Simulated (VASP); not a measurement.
# KBr (P1) in VASP: single point with PBEsol

Aim: the single point of KBr with PBEsol.

Everything below comes from runs of VASP 6.6.1. Logs are shortened: lines on timing, memory, paths and dates and some standing lists are left out, and cuts for length are marked.

## (1) The cell of the first run

The typed cell holds 64 atoms: a = 13.100 Å, b = 13.100 Å, c = 13.100 Å, α = 90.00°, β = 90.00°, γ = 90.00°.

## (2) Single point, PBEsol

INCAR

```
PREC = Accurate ; ENCUT = 500
EDIFF = 1E-6 ; ISMEAR = -1
SIGMA = 0.05 ; LREAL = Auto
LASPH = T ; NELM = 120
ALGO = Normal ; ISIF = 2
LWAVE = F ; LCHARG = F
GGA = PS ; NBANDS = 294
GGA_COMPAT = F
```

KPOINTS

```
regular mesh
0
Gamma
  1 1 1
```

POSCAR

```
KBr
1.0
   13.1000000000      0.0000000000      0.0000000000
    0.0000000000     13.1000000000      0.0000000000
    0.0000000000      0.0000000000     13.1000000000
Br K
32 32
Direct
    0.2514760000      0.0045720000      0.9968930000
    0.2520750000      0.9932960000      0.5012180000
    0.2586510000      0.5045550000      0.9962540000
    0.2547570000      0.4929590000      0.4984300000
    0.7555760000      0.0071130000      0.0037430000
    0.7463340000      0.0041830000      0.5059100000
    0.7505330000      0.5021320000      0.9941940000
    0.7489720000      0.4910700000      0.4991140000
    0.0005970000      0.2518850000      0.9969430000
    0.9962330000      0.2480030000      0.4940660000
    0.0038840000      0.7527990000      0.0014140000
    0.0096760000      0.7448990000      0.4988100000
    0.4943810000      0.2536660000      0.9974170000
    0.4849720000      0.2456280000      0.4876730000
    0.4948300000      0.7507040000      0.9971710000
    0.5014900000      0.7498720000      0.5022660000
    0.0043430000      0.9883190000      0.2506330000
    0.0065650000      0.0006830000      0.7484860000
    0.9998510000      0.5078650000      0.2421400000
    0.0004660000      0.4966910000      0.7528280000
    0.4896340000      0.0132110000      0.2397030000
    0.4920860000      0.9928330000      0.7496910000
    0.4997520000      0.5012510000      0.2492740000
    0.5127510000      0.5053300000      0.7543570000
    0.2677220000      0.2463010000      0.2540410000
    0.2438950000      0.2512630000      0.7417470000
    0.2379950000      0.7416440000      0.2548460000
    0.2549940000      0.7492130000      0.7549120000
    0.7504800000      0.2435310000      0.2439800000
    0.7508100000      0.2512250000      0.7514790000
    0.7524570000      0.7565860000      0.2524110000
    0.7566310000      0.7474270000      0.7406730000
    0.0063660000      0.0125950000      0.9987710000
    0.9972500000      0.9916160000      0.5014920000
    0.9903150000      0.5007760000      0.9937630000
    0.9994060000      0.4904560000      0.5023530000
    0.4963490000      0.9999320000      0.9990980000
    0.4958650000      0.9971630000      0.4959570000
    0.5092840000      0.4969560000      0.0008860000
    0.5057630000      0.4999020000      0.5039110000
    0.2472600000      0.2540780000      0.0080080000
    0.2631770000      0.2494370000      0.4916020000
    0.2571300000      0.7544760000      0.0088040000
    0.2503400000      0.7610760000      0.5015770000
    0.7611760000      0.2626230000      0.9997870000
    0.7427780000      0.2584480000      0.5081510000
    0.7404830000      0.7426140000      0.9993160000
    0.7398520000      0.7514030000      0.4973360000
    0.2496220000      0.0110270000      0.2470430000
    0.2497450000      0.9970370000      0.7549780000
    0.2481630000      0.5038750000      0.2612580000
    0.2517760000      0.5129780000      0.7423200000
    0.7556590000      0.9947760000      0.2413390000
    0.7361490000      0.9959590000      0.7484200000
    0.7537020000      0.5048790000      0.2525860000
    0.7546050000      0.5026030000      0.7561330000
    0.0031110000      0.2550020000      0.2468910000
    0.0071760000      0.2381900000      0.7407860000
    0.9947650000      0.7645680000      0.2396330000
    0.9988260000      0.7554320000      0.7658440000
    0.5016720000      0.2435420000      0.2499970000
    0.4936740000      0.2475720000      0.7369390000
    0.5020680000      0.7409880000      0.2417020000
    0.4998670000      0.7512570000      0.7583130000
```

Potentials or basis: VASP PAW PBE potentials, release 64 (Br, K_sv).

The run is started by

```console
cat potpaw_PBE.64/Br/POTCAR potpaw_PBE.64/K_sv/POTCAR > POTCAR
mpirun -np 1 vasp_gam > vasp.out
```

OUTCAR:

```text
PREC = Accurate
   ENCUT = 500
   EDIFF = 1E-6
   ISMEAR = -1
   LREAL = Auto
   LASPH = T
   NELM = 120
   ISIF = 2
   GGA = PS

 ion  position               nearest neighbor table
   1  0.251  0.005  0.997-  50 3.17  37 3.21  33 3.21  41 3.27  49 3.28  43 3.28
   2  0.252  0.993  0.501-  44 3.04  38 3.19
   3  0.259  0.505  0.996-  43 3.28  39 3.29  41 3.29
   4  0.255  0.493  0.498-  51 3.11  42 3.19  52 3.21  40 3.29
   5  0.756  0.007  0.004-  53 3.12  33 3.29
   6  0.746  0.004  0.506-  54 3.18  38 3.29  34 3.29
   7  0.751  0.502  0.994-  56 3.12  35 3.14  45 3.14  47 3.15  39 3.16
   8  0.749  0.491  0.499-  46 3.05  40 3.19  55 3.24  36 3.28
   9  0.001  0.252  0.997-  33 3.14  45 3.14  41 3.23  35 3.26  57 3.27
  10  0.996  0.248  0.494-  36 3.18  58 3.24  57 3.24
  11  0.004  0.753  0.001-  60 3.09  59 3.13
  12  0.010  0.745  0.499-  44 3.16  34 3.24
  13  0.494  0.254  0.997-  39 3.19  41 3.24
  14  0.485  0.246  0.488-  42 2.91  61 3.12  38 3.26  62 3.27
  15  0.495  0.751  0.997-  43 3.12  64 3.13  63 3.21  47 3.22  37 3.27
  16  0.501  0.750  0.502-  48 3.12  38 3.24  40 3.28  44 3.29
  17  0.004  0.988  0.251-  59 2.94  49 3.23  53 3.26  34 3.29
  18  0.007  0.001  0.748-  58 3.11  50 3.19  60 3.22  34 3.24  33 3.28
[... 32 lines left out ...]
  51  0.248  0.504  0.261-   4 3.11  27 3.12  19 3.26  23 3.30
  52  0.252  0.513  0.742-  28 3.10   4 3.21  20 3.30
  53  0.756  0.995  0.241-   5 3.12  31 3.12  29 3.26  17 3.26
  54  0.736  0.996  0.748-   6 3.18  22 3.20  32 3.27
  55  0.754  0.505  0.253-  19 3.23   8 3.24  31 3.30
  56  0.755  0.503  0.756-   7 3.12  24 3.17  32 3.21  20 3.22  30 3.29
  57  0.003  0.255  0.247-  10 3.24   9 3.27
  58  0.007  0.238  0.741-  26 3.11  18 3.11  10 3.24
  59  0.995  0.765  0.240-  17 2.94  11 3.13  31 3.18  27 3.21
  60  0.999  0.755  0.766-  11 3.09  32 3.19  18 3.22
  61  0.502  0.244  0.250-  21 3.02  25 3.07  14 3.12  29 3.26
  62  0.494  0.248  0.737-  14 3.27  26 3.27
  63  0.502  0.741  0.242-  23 3.14  15 3.21  31 3.29
  64  0.500  0.751  0.758-  15 3.13  22 3.17  28 3.21  24 3.23

  LATTYP: Found a simple cubic cell.
 ALAT       =    13.1000000000

  Lattice vectors:

 A1 = (  13.1000000000,   0.0000000000,   0.0000000000)
 A2 = (   0.0000000000,  13.1000000000,   0.0000000000)
 A3 = (   0.0000000000,   0.0000000000,  13.1000000000)

Analysis of symmetry for initial positions (statically):
=====================================================================
 Subroutine PRICEL returns:
 Original cell was already a primitive cell.

 Routine SETGRP: Setting up the symmetry group for a
 simple cubic supercell.

 Subroutine GETGRP returns: Found  1 space group operations
 (whereof  1 operations were pure point group operations)
 out of a pool of 48 trial point group operations.

The static configuration has the point symmetry C_1 .

Analysis of symmetry for dynamics (positions and initial velocities):
=====================================================================
 Subroutine PRICEL returns:
 Original cell was already a primitive cell.

 Routine SETGRP: Setting up the symmetry group for a
 simple cubic supercell.

 Subroutine GETGRP returns: Found  1 space group operations
 (whereof  1 operations were pure point group operations)
 out of a pool of 48 trial point group operations.

The dynamic configuration has the point symmetry C_1 .

 Subroutine INISYM returns: Found  1 space group operations
 (whereof  1 operations are pure point group operations),
 and found     1 'primitive' translations

----------------------------------------------------------------------------------------

                                     Primitive cell

  volume of cell :    2248.0910

  direct lattice vectors                    reciprocal lattice vectors
    13.100000000  0.000000000  0.000000000     0.076335878  0.000000000  0.000000000
     0.000000000 13.100000000  0.000000000     0.000000000  0.076335878  0.000000000
     0.000000000  0.000000000 13.100000000     0.000000000  0.000000000  0.076335878

[... 137 lines left out ...]

 KPOINTS: regular mesh

Automatic generation of k-mesh.
 Grid dimensions read from file:
 generate k-points for:    1    1    1

 Generating k-lattice:

  Cartesian coordinates                     Fractional coordinates (reciprocal lattice)
     0.076335878  0.000000000  0.000000000     1.000000000  0.000000000  0.000000000
     0.000000000  0.076335878  0.000000000     0.000000000  1.000000000  0.000000000
     0.000000000  0.000000000  0.076335878     0.000000000  0.000000000  1.000000000

  Length of vectors
     0.076335878  0.076335878  0.076335878

  Shift w.r.t. Gamma in fractional coordinates (k-lattice)
     0.000000000  0.000000000  0.000000000

 Subroutine IBZKPT returns following result:
 ===========================================

 Found      1 irreducible k-points:

 Following reciprocal coordinates:
            Coordinates               Weight
  0.000000  0.000000  0.000000      1.000000
   k-points           NKPTS =      1   k-points in BZ     NKDIM =      1   number of bands    NBANDS=    294
   number of dos      NEDOS =    301   number of ions     NIONS =     64
   total plane-waves  NPLWV = 884736
   dimension x,y,z NGX =    96 NGY =   96 NGZ =   96
   dimension x,y,z NGXF=   192 NGYF=  192 NGZF=  192
   ions per type =              32  32
   NGX,Y,Z   is equivalent  to a cutoff of  12.18, 12.18, 12.18 a.u.
   NGXF,Y,Z  is equivalent  to a cutoff of  24.37, 24.37, 24.37 a.u.
 SYSTEM =  unknown system
   PREC   = accura    normal or accurate (medium, high low for compatibility)
   ISTART =      0    job   : 0-new  1-cont  2-samecut
   ICHARG =      2    charge: 1-file 2-atom 10-const
   ISPIN  =      1    spin polarized calculation?
   LNONCOLLINEAR =      F non collinear calculations
   LSORBIT =      F    spin-orbit coupling
   LASPH  =      T    aspherical Exc in radial PAW
   ENCUT  =  500.0 eV  36.75 Ry    6.06 a.u.  23.88 23.88 23.88*2*pi/ulx,y,z
   NELM   =    120;   NELMIN=  2; NELMDL= -5     # of ELM steps
   EDIFF  = 0.1E-05   stopping-criterion for ELM
   LREAL  =      T    real-space projection
   EDIFFG = 0.1E-04   stopping-criterion for IOM
   NSW    =      0    number of steps for IOM
   IBRION =     -1    ionic relax: 0-MD 1-quasi-New 2-CG
   NFREE  =      0    steps in history (QN), initial steepest desc. (CG)
   ISIF   =      2    stress and relaxation
   ISYM   =      2    0-nonsym 1-usesym 2-fastsym
   POTIM  = 0.5000    time-step for ionic-motion
   TEBEG  =    0.0;   TEEND  =   0.0 temperature during run
   PSTRESS=    0.0 pullay stress
   NELECT =     512.0000    total number of electrons
   NUPDOWN=      -1.0000    fix difference up-down
   EMIN   =  10.00;   EMAX   =-10.00  energy-range for DOS
   EFERMI =   0.00;   METHOD = LEGACY
   ISMEAR =    -1;   SIGMA  =   0.05  broadening in eV -4-tet -1-fermi 0-gaus
   EFERMI_NEDOS =   21; number of points for ismear=-14 and -15
   IALGO  =     38    algorithm
   IMIX   =      4    mixing-type and parameters
     AMIX     =   0.40;   BMIX     =  1.00
     AMIX_MAG =   1.60;   BMIX_MAG =  1.00
  volume/ion in A,a.u.               =      35.13       237.04
  Fermi-wavevector in a.u.,A,eV,Ry     =   0.999755  1.889263 13.599156  0.999510
  Thomas-Fermi vector in A             =   2.132066
   LORBIT       =      0    0 simple, 1 ext, 2 COOP (PROOUT), +10 PAW based schemes
   GGA     = PS    functional components
   LHFCALC =     F    Hartree Fock is set to
   AEXX    =    0.0000 exact exchange contribution
   IVDW    =     0    specifies the selected vdW correction
   LEPSILON=     F    determine dielectric tensor
   LRPA    =     F    only Hartree local field effects (RPA)
 non-spin polarized calculation
  energy-cutoff  :      500.00
  volume of cell :     2248.09
 maximum number of plane-waves:     28622
 NGX is ok and might be reduce to    96
   NGX = 47   NGY = 47   NGZ = 47

 number of electron     512.0000003 magnetization

 Free energy of the ion-electron system (eV)
  ---------------------------------------------------
  ext. energy  EPLUGINS =         0.00000000
  ---------------------------------------------------
  free energy    TOTEN  =      -205.20309269 eV

  energy without entropy =     -205.20309269  energy(sigma->0) =     -205.20309269

 E-fermi :  -0.3352     XC(G=0):  -7.6322

 val. band max:       -1.6217315773   @ k =   0.0000   0.0000   0.0000
 cond. band min:       2.5869277447   @ k =   0.0000   0.0000   0.0000
 fundamental gap:      4.2086593220
 Fermi energy:        -0.3351911558

 k-point     1 :       0.0000    0.0000    0.0000
  band No.  band energies     occupation
      1     -29.6501      2.00000
      2     -29.5633      2.00000
      3     -29.5283      2.00000
      4     -29.5103      2.00000
      5     -29.4791      2.00000
      6     -29.4117      2.00000
[... 260 lines left out ...]
    267       4.5687      0.00000
    268       4.6110      0.00000
 [bands above 268 left out]

------------------------ aborting loop because EDIFF is reached ----------------------------------------

  FORCE on cell =-STRESS in cart. coord.  units (eV):
  Direction    XX          YY          ZZ          XY          YZ          ZX
  --------------------------------------------------------------------------------------
  -------------------------------------------------------------------------------------
  Total        5.9600201      6.4173843      4.3043716     -0.0098230     -0.0367384     -0.1458363
  in kB        4.2476079      4.5735638      3.0676545     -0.0070007     -0.0261828     -0.1039351
  external PRESSURE =       3.9629421 kB  Pullay stress =       0.0000000 kB

 VOLUME and BASIS-vectors are now :
 -----------------------------------------------------------------------------
  energy-cutoff  :      500.00
  volume of cell :     2248.09
      direct lattice vectors                 reciprocal lattice vectors
    13.100000000  0.000000000  0.000000000     0.076335878  0.000000000  0.000000000
     0.000000000 13.100000000  0.000000000     0.000000000  0.076335878  0.000000000
     0.000000000  0.000000000 13.100000000     0.000000000  0.000000000  0.076335878

 POSITION                                       TOTAL-FORCE (eV/Angst)
 -----------------------------------------------------------------------------------
      3.29434      0.05989     13.05930        -0.031533     -0.013355      0.111019
      3.30218     13.01218      6.56596        -0.069532      0.309857     -0.027087
      3.38833      6.60967     13.05093        -0.105756     -0.028876      0.060991
      3.33732      6.45776      6.52943        -0.013118      0.131803      0.115566
      9.89805      0.09318      0.04903        -0.082652     -0.128273     -0.218332
      9.77698      0.05480      6.62742        -0.020574     -0.030766     -0.147320
[... 56 lines left out ...]
      6.57709      9.70694      3.16630        -0.148260      0.210774      0.181955
      6.54826      9.84147      9.93390         0.043785     -0.092179     -0.230518
 -----------------------------------------------------------------------------------
    total drift:                               -0.002895      0.003546     -0.000409

  FREE ENERGIE OF THE ION-ELECTRON SYSTEM (eV)
  ---------------------------------------------------
  free  energy   TOTEN  =      -205.2030926931 eV

  energy  without entropy=     -205.2030926930  energy(sigma->0) =     -205.20309269
```

Run time: 35 min. Hardware: 1 thread of Intel Xeon 8259CL, shared host; peak memory 1.6 GiB.

Results:

| Item | Value |
| --- | --- |
| Free energy | -205.2031 eV |
| Pressure | 0.4 GPa |
| Largest force | 0.750 eV/Å |
| Band gap on the k mesh | 4.21 eV |

Forces in eV/Å, atoms in the order of the input:
```
Br  -0.032 -0.013  0.111
Br  -0.070  0.310 -0.027
Br  -0.106 -0.029  0.061
Br  -0.013  0.132  0.116
Br  -0.083 -0.128 -0.218
Br  -0.021 -0.031 -0.147
Br  -0.014  0.076  0.238
Br   0.041  0.309  0.016
Br   0.099  0.088  0.032
Br   0.045 -0.092 -0.039
Br  -0.116  0.031  0.002
Br  -0.247 -0.022  0.056
Br   0.126 -0.097 -0.081
Br   0.706  0.054  0.249
Br   0.213 -0.002  0.128
Br  -0.101 -0.028 -0.070
Br  -0.017  0.647 -0.024
Br  -0.169 -0.122  0.054
Br  -0.041 -0.117  0.075
Br   0.024  0.027 -0.096
Br   0.214 -0.508  0.152
Br   0.096  0.151 -0.032
Br   0.105 -0.064  0.050
Br  -0.161 -0.103 -0.106
Br  -0.448  0.226 -0.159
Br   0.217  0.009  0.082
Br   0.262  0.266 -0.050
Br  -0.086  0.153 -0.003
Br   0.079  0.146  0.124
Br  -0.049 -0.047  0.009
Br  -0.175 -0.191 -0.107
Br  -0.144  0.074  0.198
K   -0.109 -0.238 -0.008
K    0.032  0.063 -0.027
K    0.359  0.063  0.095
K    0.064  0.198 -0.037
K    0.123  0.154 -0.051
K    0.059 -0.002 -0.041
K   -0.263 -0.028 -0.011
K   -0.130  0.008 -0.047
K    0.115  0.110 -0.185
K   -0.704 -0.084  0.217
K   -0.244 -0.105 -0.052
K    0.030 -0.351  0.001
K   -0.281 -0.270 -0.038
K    0.057 -0.341 -0.178
K    0.198  0.262 -0.041
K    0.286 -0.029  0.041
K   -0.061 -0.318  0.075
K   -0.019  0.070 -0.147
K    0.026 -0.116 -0.276
K    0.011 -0.281  0.155
K   -0.112  0.235  0.205
K    0.213  0.089  0.116
K   -0.035 -0.116 -0.031
K    0.040 -0.080 -0.258
K   -0.021 -0.053  0.060
K   -0.175  0.242  0.043
K    0.116 -0.591  0.215
K    0.125 -0.103 -0.337
K    0.248  0.334 -0.217
K    0.022  0.056  0.215
K   -0.148  0.211  0.182
K    0.044 -0.092 -0.231
```

Caveat: the k points lie up to 0.48 Å⁻¹ apart; the PAW data sets were made with another functional, which shifts forces and pressure a little.
